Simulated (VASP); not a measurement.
# Rb (Fd-3m) in VASP: a series of runs

Rb is run at these levels: LDA; tasks: density of states.

Program: VASP 6.6.1. These are calculated values, not measurements. Logs are shortened: lines on timing, memory, paths and dates and some standing lists are left out, and cuts for length are marked.

### Step 1. The cell of the first run

It takes space group Fd-3m (No. 227, cubic). Conventional cell: a = 7.237 Å, b = 7.237 Å, c = 7.237 Å, α = 90.00°, β = 90.00°, γ = 90.00°. Rb (site symmetry -43m) has 4 Rb at 3.13 Å within 4.1 Å.

### Step 2. Density of states, LDA (volume scaled by 0.4)

POSCAR reads:

```
Rb
1.0
    0.0000000000      3.6183095309      3.6183095309
    3.6183095309      0.0000000000      3.6183095309
    3.6183095309      3.6183095309      0.0000000000
Rb
2
Direct
   -0.1250000000     -0.1250000000     -0.1250000000
    0.1250000000      0.1250000000      0.1250000000
```

INCAR.step1 reads:

```
PREC = Accurate
ENCUT = 520
EDIFF = 1E-7
ISMEAR = -1
SIGMA = 0.08
LREAL = F
LASPH = T
NELM = 80
ALGO = Normal
ISIF = 2
LWAVE = F
LCHARG = T
NBANDS = 16
```

KPOINTS.step1 reads:

```
regular mesh
0
Gamma
  7 7 7
```

INCAR.step2 reads:

```
PREC = Accurate
ENCUT = 520
EDIFF = 1E-7
ISMEAR = -5
SIGMA = 0.08
LREAL = F
LASPH = T
NELM = 80
ALGO = Normal
ISIF = 2
LWAVE = F
LCHARG = F
LORBIT = 11
NEDOS = 2001
ICHARG = 11
```

KPOINTS.step2 reads:

```
regular mesh
0
Gamma
  11 11 11
```

Potentials or basis: VASP PAW LDA potentials, release 64 (Rb_sv).

Started as:

```sh
$ cat potpaw_LDA.64/Rb_sv/POTCAR > POTCAR
$ cp INCAR.step1 INCAR
$ cp KPOINTS.step1 KPOINTS
$ mpirun -np 1 vasp_std > vasp.out
$ cp INCAR.step2 INCAR
$ cp KPOINTS.step2 KPOINTS
$ mpirun -np 1 vasp_std > vasp.out
```

OUTCAR:

```text
PREC = Accurate
   ENCUT = 520
   EDIFF = 1E-7
   ISMEAR = -5
   LREAL = F
   LASPH = T
   NELM = 80
   ISIF = 2
   LORBIT = 11
   ICHARG = 11

 ion  position               nearest neighbor table
   1  0.875  0.875  0.875-   2 3.13   2 3.13   2 3.13   2 3.13
   2  0.125  0.125  0.125-   1 3.13   1 3.13   1 3.13   1 3.13

  LATTYP: Found a face centered cubic cell.
 ALAT       =     7.2366190618

  Lattice vectors:

 A1 = (   0.0000000000,   3.6183095309,   3.6183095309)
 A2 = (   3.6183095309,   0.0000000000,   3.6183095309)
 A3 = (   3.6183095309,   3.6183095309,   0.0000000000)

Analysis of symmetry for initial positions (statically):
[... 5 lines left out ...]
 face centered cubic supercell.

 Subroutine GETGRP returns: Found 48 space group operations
 (whereof 12 operations were pure point group operations)
 out of a pool of 48 trial point group operations.

The static configuration has the point symmetry D_3d.
 The point group associated with its full space group is O_h .

Analysis of symmetry for dynamics (positions and initial velocities):
[... 5 lines left out ...]
 face centered cubic supercell.

 Subroutine GETGRP returns: Found 48 space group operations
 (whereof 12 operations were pure point group operations)
 out of a pool of 48 trial point group operations.

The dynamic configuration has the point symmetry D_3d.
 The point group associated with its full space group is O_h .

 Subroutine INISYM returns: Found 48 space group operations
 (whereof 12 operations are pure point group operations),
 and found     1 'primitive' translations

----------------------------------------------------------------------------------------

                                     Primitive cell

  volume of cell :      94.7430

  direct lattice vectors                    reciprocal lattice vectors
     0.000000000  3.618309531  3.618309531    -0.138186077  0.138186077  0.138186077
     3.618309531  0.000000000  3.618309531     0.138186077 -0.138186077  0.138186077
     3.618309531  3.618309531  0.000000000     0.138186077  0.138186077 -0.138186077

  length of vectors
     5.117062411  5.117062411  5.117062411     0.239345307  0.239345307  0.239345307

  position of ions in fractional coordinates (direct lattice)
     0.875000000  0.875000000  0.875000000
     0.125000000  0.125000000  0.125000000

  ion indices of the primitive-cell ions
   primitive index   ion index
                 1           1
                 2           2

[... 82 lines left out ...]
   TEBEG  =    0.0;   TEEND  =   0.0 temperature during run
   PSTRESS=    0.0 pullay stress
   NELECT =      18.0000    total number of electrons
   NUPDOWN=      -1.0000    fix difference up-down
   EMIN   =  10.00;   EMAX   =-10.00  energy-range for DOS
   EFERMI =   0.00;   METHOD = LEGACY
   ISMEAR =    -5;   SIGMA  =   0.08  broadening in eV -4-tet -1-fermi 0-gaus
   EFERMI_NEDOS =   21; number of points for ismear=-14 and -15
   IALGO  =     38    algorithm
   IMIX   =      4    mixing-type and parameters
     AMIX     =   0.40;   BMIX     =  1.00
     AMIX_MAG =   1.60;   BMIX_MAG =  1.00
  volume/ion in A,a.u.               =      47.37       319.68
  Fermi-wavevector in a.u.,A,eV,Ry     =   0.941131  1.778479 12.051048  0.885727
  Thomas-Fermi vector in A             =   2.068611
   LORBIT       =     11    0 simple, 1 ext, 2 COOP (PROOUT), +10 PAW based schemes
   GGA     = CA    functional components
   LHFCALC =     F    Hartree Fock is set to
   AEXX    =    0.0000 exact exchange contribution
   IVDW    =     0    specifies the selected vdW correction
   LEPSILON=     F    determine dielectric tensor
   LRPA    =     F    only Hartree local field effects (RPA)
 non-spin polarized calculation
 Fermi weights with tetrahedron method with Bloechl corrections
  energy-cutoff  :      520.00
  volume of cell :       94.74
 maximum number of plane-waves:      2637
 NGX is ok and might be reduce to    40

 number of electron      18.0000000 magnetization

 Free energy of the ion-electron system (eV)
  ---------------------------------------------------
  ext. energy  EPLUGINS =         0.00000000
  ---------------------------------------------------
  free energy    TOTEN  =        -0.52695595 eV

  energy without entropy =       -0.52695595  energy(sigma->0) =       -0.52695595

 E-fermi :   1.5721     XC(G=0):  -7.5889

 val. band max:        1.5608023965   @ k =  -0.2727   0.4545   0.1818
 cond. band min:       1.6080452594   @ k =  -0.4545   0.4545   0.0000
 fundamental gap:      0.0472428629
 Fermi energy:         1.5721237844

 k-point     1 :       0.0000    0.0000    0.0000
  band No.  band energies     occupation
      1     -28.1335      2.00000
      2     -27.4778      2.00000
      3     -12.5700      2.00000
      4     -12.5700      2.00000
      5     -12.5700      2.00000
      6     -11.4853      2.00000
      7     -11.4853      2.00000
      8     -11.4853      2.00000
      9      -0.8588      2.00000
     10       3.5286      0.00000
     11       3.5286      0.00000
     12       4.4938      0.00000
     13       4.4938      0.00000
[... 354 lines left out ...]
  band No.  band energies     occupation
      1     -28.0415      2.00000
      2     -27.5781      2.00000
      3     -12.7823      2.00000
      4     -12.6633      2.00000
      5     -12.5226      2.00000
      6     -11.5427      2.00000
      7     -11.3748      2.00000
      8     -11.2604      2.00000
      9       0.2007      2.00000
     10       2.9076      0.00000
     11       2.9795      0.00000
     12       3.6834      0.00000
     13       4.7670      0.00000

 [... further k-points ...]
[... 5 lines left out ...]
  --------------------------------------------------------------------------------------
  -------------------------------------------------------------------------------------
  Total        2.5804073      2.5804073      2.5804073      0.0000000      0.0000000      0.0000000
  in kB       43.6366799     43.6366799     43.6366799      0.0000000      0.0000000      0.0000000
  external PRESSURE =      43.6366799 kB  Pullay stress =       0.0000000 kB

 VOLUME and BASIS-vectors are now :
 -----------------------------------------------------------------------------
  energy-cutoff  :      520.00
  volume of cell :       94.74
      direct lattice vectors                 reciprocal lattice vectors
     0.000000000  3.618309531  3.618309531    -0.138186077  0.138186077  0.138186077
     3.618309531  0.000000000  3.618309531     0.138186077 -0.138186077  0.138186077
     3.618309531  3.618309531  0.000000000     0.138186077  0.138186077 -0.138186077

 POSITION                                       TOTAL-FORCE (eV/Angst)
 -----------------------------------------------------------------------------------
      6.33204      6.33204      6.33204         0.000000      0.000000      0.000000
      0.90458      0.90458      0.90458        -0.000000     -0.000000     -0.000000
 -----------------------------------------------------------------------------------
    total drift:                                0.000000      0.000000     -0.000000

  FREE ENERGIE OF THE ION-ELECTRON SYSTEM (eV)
  ---------------------------------------------------
  free  energy   TOTEN  =        -0.5269559547 eV

  energy  without entropy=       -0.5269559547  energy(sigma->0) =       -0.52695595

 total charge

# of ion       s       p       d       tot
------------------------------------------
    1        1.971   5.305   0.054   7.330
    2        1.971   5.305   0.054   7.330
--------------------------------------------------
tot          3.942  10.609   0.108  14.660
```

OUTCAR.step1:

```text
PREC = Accurate
   ENCUT = 520
   EDIFF = 1E-7
   ISMEAR = -1
   LREAL = F
[... 596 lines left out ...]
      6.33204      6.33204      6.33204        -0.000000      0.000000     -0.000000
      0.90458      0.90458      0.90458         0.000000     -0.000000      0.000000
 -----------------------------------------------------------------------------------
    total drift:                                0.000000      0.000000     -0.000000

  FREE ENERGIE OF THE ION-ELECTRON SYSTEM (eV)
  ---------------------------------------------------
  free  energy   TOTEN  =        -0.5505946633 eV

  energy  without entropy=       -0.4992506460  energy(sigma->0) =       -0.52492265
```

It took 35 s on 1 thread of Intel Xeon 6975P-C (Granite Rapids), shared host; peak memory 0.2 GiB.

Results:

```
Valence electrons inside the program's atomic spheres : Rb 7.33
```

### Step 3. Density of states, LDA (volume scaled by 0.65)

POSCAR reads:

```
Rb
1.0
    0.0000000000      4.2539283555      4.2539283555
    4.2539283555      0.0000000000      4.2539283555
    4.2539283555      4.2539283555      0.0000000000
Rb
2
Direct
   -0.1250000000     -0.1250000000     -0.1250000000
    0.1250000000      0.1250000000      0.1250000000
```

INCAR.step1 reads:

```
ALGO = Normal
EDIFF = 1E-6
ENCUT = 520
ISIF = 2
ISMEAR = -1
LASPH = True
LCHARG = True
LREAL = False
LWAVE = False
NBANDS = 16
NELM = 80
PREC = Accurate
SIGMA = 0.08
```

KPOINTS.step1 reads:

```
k-points
0
Gamma
  7 7 7
```

INCAR.step2 reads:

```
ALGO = Normal
EDIFF = 1E-6
ENCUT = 520
ICHARG = 11
ISIF = 2
ISMEAR = -5
LASPH = True
LCHARG = False
LORBIT = 10
LREAL = False
LWAVE = False
NEDOS = 1001
NELM = 80
PREC = Accurate
SIGMA = 0.08
```

KPOINTS.step2 reads:

```
k-points
0
Gamma
  11 11 11
```

Potentials or basis: VASP PAW LDA potentials, release 64 (Rb_sv).

Started as:

```sh
$ cat potpaw_LDA.64/Rb_sv/POTCAR > POTCAR
$ cp INCAR.step1 INCAR
$ cp KPOINTS.step1 KPOINTS
$ mpirun -np 1 vasp_std > vasp.out
$ cp INCAR.step2 INCAR
$ cp KPOINTS.step2 KPOINTS
$ mpirun -np 1 vasp_std > vasp.out
```

Run time: 78 s. Hardware: 1 thread of AMD EPYC 9R45 (Zen 5), shared host; peak memory 0.24 GiB.

The run converged. Its results:

```
Valence electrons inside the program's atomic spheres : Rb 7.28
```

Levels at points of the mesh, in eV from the Fermi level:
| k point | band 6 | band 7 | band 8 | band 9 | band 10 | band 11 | band 12 | band 13 |
| --- | --- | --- | --- | --- | --- | --- | --- | --- |
| (0.00, 0.00, 0.00) | -13.37 | -13.37 | -13.37 | -2.30 | 1.98 | 1.98 | 2.27 | 2.27 |

Caveat: tetrahedron occupations give inexact forces and stress in metals.

### Step 4. Density of states, LDA (volume scaled by 0.65)

POSCAR is that of step 3.

INCAR.step1 reads:

```
SYSTEM = Rb
PREC = Accurate
ENCUT = 520
EDIFF = 1E-6
ISMEAR = -1
SIGMA = 0.08
LREAL = .False.
LASPH = .True.
NELM = 100
ALGO = Normal
ISIF = 2
LWAVE = .False.
LCHARG = .True.
GGA = CA
NBANDS = 16
```

KPOINTS.step1 reads:

```
regular mesh
0
Gamma
  7 7 7
  0 0 0
```

INCAR.step2 reads:

```
SYSTEM = Rb
PREC = Accurate
ENCUT = 520
EDIFF = 1E-6
ISMEAR = -5
SIGMA = 0.08
LREAL = .False.
LASPH = .True.
NELM = 100
ALGO = Normal
ISIF = 2
LWAVE = .False.
LCHARG = .False.
GGA = CA
LORBIT = 11
NBANDS = 16
NEDOS = 1001
ICHARG = 11
```

KPOINTS.step2 reads:

```
regular mesh
0
Gamma
  11 11 11
  0 0 0
```

Started as:

```sh
$ cat potpaw_LDA.64/Rb_sv/POTCAR > POTCAR
$ cp INCAR.step1 INCAR
$ cp KPOINTS.step1 KPOINTS
$ mpirun -np 1 vasp_std > vasp.out
$ cp INCAR.step2 INCAR
$ cp KPOINTS.step2 KPOINTS
$ mpirun -np 1 vasp_std > vasp.out
```

Wall time 90 s (1 thread of AMD EPYC 9R45 (Zen 5), shared host); peak memory 0.25 GiB.

Results (log left out):

```
Valence electrons inside the program's atomic spheres : Rb 7.28
```

Levels at points of the mesh, in eV from the Fermi level:
```tsv
k point	band 6	band 7	band 8	band 9	band 10	band 11	band 12	band 13
(0.00, 0.00, 0.00)	-13.37	-13.37	-13.37	-2.30	1.98	1.98	2.27	2.27
```

Caveat: tetrahedron occupations give inexact forces and stress in metals.

(Continued in part 2 of 2.)
